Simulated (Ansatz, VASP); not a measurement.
# One calculation of Ga4AsP3, two programs

```
Ga P As
1.0
     3.93467    0.00000    0.00000
     0.00000    3.93467    0.00000
     0.00000    0.00000   11.12960
Ga P As
4 3 1
Direct
  0.50000 0.00000 0.86796
  0.00000 0.50000 0.62257
  0.50000 0.00000 0.37743
  0.00000 0.50000 0.13204
  0.00000 0.00000 0.50000
  0.50000 0.50000 0.25466
  0.50000 0.50000 0.74534
  0.00000 0.00000 0.00000
```

Alike in both runs: functional PBE; k mesh 8 × 8 × 4; occupations gaussian, width 0.02 eV; no spin polarisation.

Ansatz relaxed the structure, and its values are those at the end. VASP's run is a single point on that final structure, the one shown.

|  | VASP | Ansatz |
| --- | --- | --- |
| version | VASP 6.6.1 | Ansatz 0.2.0 |
| potentials or method | VASP PAW PBE potentials, release 64 (Ga_d, P, As), cutoff 520 eV | scalar-relativistic, plane waves, PAW |
| valence electrons in the cell | 72 | 82 |

VASP gave:

- gap on the k mesh at the Fermi level (eV): 1.16
- least direct gap on the mesh (eV): 1.16
- pressure (GPa): 0.0
- rms of the force components (eV/Å): 0.005

What did Ansatz give for the same quantities?

gap on the k mesh at the Fermi level (eV): 1.16; least direct gap on the mesh (eV): 1.16; pressure (GPa): 0.0; rms of the force components (eV/Å): 0.000.

VASP's potentials hold 72 valence electrons a cell and Ansatz's 82, so a difference there can come from the potentials and not from the codes.
